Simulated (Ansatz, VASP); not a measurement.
This is a calculation of CuO for Ansatz 0.2.0.

The input input.yaml:

```yaml
crystal:
  lattice:
    - [0.0, -2.1580717154, -2.1580717154]
    - [-2.1580717154, 0.0, -2.1580717154]
    - [2.1580717154, 2.1580717154, -4.3161434309]
  atoms:
    - { symbol: Cu, position: [0.50388754, 0.47698801, 0.4880064] }
    - { symbol: Cu, position: [0.00388754, 0.97698801, 0.9880064] }
    - { symbol: O, position: [0.74611246, 0.77301199, 0.7619936] }
    - { symbol: O, position: [0.24611246, 0.27301199, 0.2619936] }
hamiltonian:
  xc: blyp
  pseudopotentials: { kind: paw }
kpoints:
  mp_grid: { grid: [10, 10, 6] }
scf:
  occupations: { method: fermi_dirac, width: 0.05 }
output:
  forces: true
  stress: true
  eigenvalues: true
```

Potentials or basis: Ansatz PAW.

Run with:

```console
$ ansatz run input.yaml --threads 2 --pin off --max-ram 5632MiB --backend cpu --events-out ev --progress --plain --runs-dir out
```

**Question.** Set up the same calculation for VASP 6.6.1. Potentials there: VASP PAW PBE potentials, release 64 (Cu, O).

**Answer.** As run (the cutoff follows the program's own potentials):

File INCAR:

```
  PREC = Accurate
  ENCUT = 520
  EDIFF = 1E-7
  ISMEAR = -1
  SIGMA = 0.05
  LREAL = False
  LASPH = True
  NELM = 60
  ALGO = Normal
  ISIF = 2
  LWAVE = False
  LCHARG = True
  GGA = B5
  ALDAX = 1.0
  AGGAX = 1.0
  AGGAC = 1.0
  ALDAC = 0.0
  LELF = True
  LVHAR = True
  NBANDS = 25
```

The input KPOINTS:

```
Automatic mesh
0
Gamma
  10 10 6
```

File POSCAR:

```
CuO
1.0
    0.0000000000     -2.1580717154     -2.1580717154
   -2.1580717154      0.0000000000     -2.1580717154
    2.1580717154      2.1580717154     -4.3161434309
Cu O
2 2
Direct
    0.5038875400      0.4769880100      0.4880064000
    0.0038875400      0.9769880100      0.9880064000
    0.7461124600      0.7730119900      0.7619936000
    0.2461124600      0.2730119900      0.2619936000
```

Potentials or basis: VASP PAW PBE potentials, release 64 (Cu, O).

The run is started by

```sh
$ cat potpaw_PBE.64/Cu/POTCAR potpaw_PBE.64/O/POTCAR > POTCAR
$ mpirun -np 1 vasp_std > vasp.out
```

Both were run:

|  | VASP | Ansatz | Ansatz less VASP |
| --- | --- | --- | --- |
| gap on the k mesh at the Fermi level (eV) | none | none | - |
| pressure (GPa) | 2.8 | 2.5 | -0.35 |
| traceless stress, the component that is largest in VASP (GPa) | 4.06 | 3.82 | -0.246 |
| rms of the force components (eV/Å) | 0.572 | 0.546 | -0.0255 |

VASP's potentials were made for PBE, not for BLYP. Atom by atom the forces differ by 0.026 eV/Å (rms over components). A gap of «none» marks a metal or a gap that the smearing closes. VASP's potentials hold 34 valence electrons a cell and Ansatz's 50, so a difference there can come from the potentials and not from the codes.
